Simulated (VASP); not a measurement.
Write the native input for VASP 6.6.1 that does the following.

```yaml
Task: relaxation of cell and atoms
Functional: PBE
Potentials_or_basis: VASP PAW PBE potentials, release 64 (Tb_3, Y_sv, H), 4f in core
Cutoff: 500 eV
k_mesh: 14 × 14 × 14
Occupations: gaussian, width 0.1 eV
Spin: no spin polarisation
Dipole_correction: no
Further_INCAR_settings: ALGO = Normal; EDIFF = 1e-07; IBRION = 2; EDIFFG = -0.01; NSW = 100; ISIF = 3
```

The structure of Tb2Y2H lies in POSCAR:

```
Tb2Y2H
1.0
   -2.0511504733      2.0511504733      9.0894208566
    2.0511504733     -2.0511504733      9.0894208566
    2.0511504733      2.0511504733     -9.0894208566
Tb Y H
2 2 1
Direct
    0.4096026445      0.4096026445      0.0000000000
    0.5903973555      0.5903973555      0.0000000000
    0.7500000000      0.2500000000      0.5000000000
    0.2500000000      0.7500000000      0.5000000000
    0.0000000000      0.0000000000      0.0000000000
```

The cell was generated, and may not be a known phase.

One way to write it, as run:

INCAR

```
SYSTEM = Tb2Y2H
  PREC = Accurate
  ENCUT = 500
  EDIFF = 1E-7
  ISMEAR = 0
  SIGMA = 0.1
  LREAL = .False.
  LASPH = .True.
  NELM = 200
  ALGO = Normal
  ISIF = 3
  LWAVE = .False.
  LCHARG = .False.
  GGA = PE
  IBRION = 2
  NSW = 100
  EDIFFG = -0.01
  GGA_COMPAT = .False.
  NELMIN = 4
  LMAXMIX = 6
  KPAR = 4
```

KPOINTS

```
regular mesh
0
Gamma
  14 14 14
  0 0 0
```

Potentials or basis: VASP PAW PBE potentials, release 64 (Tb_3, Y_sv, H), 4f in core.

Run with:

```bash
$ cat potpaw_PBE.64/Tb_3/POTCAR potpaw_PBE.64/Y_sv/POTCAR potpaw_PBE.64/H/POTCAR > POTCAR
$ mpirun -np 4 vasp_std > vasp.out
```

It gave:

```yaml
Relaxed_volume: 30.73 Å³/atom
Relaxed_cell: a = 9.573 Å, b = 9.573 Å, c = 9.573 Å, α = 155.25°, β = 155.25°, γ = 35.29°
Space_group_after_relaxing_to_0.1_Å: I4/mmm (No. 139)
Energy_gained_by_relaxing: 0.1 meV/atom
Ionic_steps: 3
Pressure_after_relaxing: 0.0 GPa
Largest_force_after_relaxing: 0.006 eV/Å
Band_gap_on_the_k_mesh: zero (an odd number of electrons rules out a gap without spin polarisation)
```

Caveat: the highest band is partly filled, so the run has too few bands; spin-orbit coupling is left out, which moves the levels of the heavy elements; the 4f electrons are frozen in the core, so they carry no moment and show no levels.

Wall time 33 min on 4 MPI ranks on Intel(R) Xeon(R) 6975P-C (Granite Rapids) (shared host), peak memory 1.5 GiB a rank.
